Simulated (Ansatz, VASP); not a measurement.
**SiGe: VASP beside Ansatz**

```xyz
4
Lattice="3.9701 0.0000 0.0000 -1.9850 3.4382 0.0000 0.0000 0.0000 6.5610" Properties=species:S:1:pos:R:3 pbc="T T T"
Si    1.9850    1.1461    5.7376
Si    0.0000    2.2921    2.4571
Ge    1.9850    1.1461    3.2837
Ge    0.0000    2.2921    0.0033
```

Alike in both runs: task single point; functional LDA; k mesh 12 × 12 × 6; occupations gaussian, width 0.03 eV; no spin polarisation.

|  | VASP | Ansatz |
| --- | --- | --- |
| version | VASP 6.6.1 | Ansatz 0.2.0 |
| potentials or method | VASP PAW LDA potentials, release 64 (Si, Ge_d), cutoff 520 eV | scalar-relativistic, plane waves, PAW |
| valence electrons in the cell | 36 | 36 |

VASP gave:

| Quantity | Value |
| --- | --- |
| gap on the k mesh at the Fermi level (eV) | 0.23 |
| least direct gap on the mesh (eV) | 0.23 |
| pressure (GPa) | -5.4 |
| rms of the force components (eV/Å) | 0.016 |

Task: What did Ansatz give for the same quantities?

Result: gap on the k mesh at the Fermi level (eV): 0.22; least direct gap on the mesh (eV): 0.22; pressure (GPa): -5.5; rms of the force components (eV/Å): 0.017.

Ansatz warns that its potentials were made for another functional, while VASP's fit it. LDA's correlation is that of Perdew and Zunger in VASP and of Perdew and Wang (1992) in Ansatz. Atom by atom the forces differ by 0.000 eV/Å (rms over components).
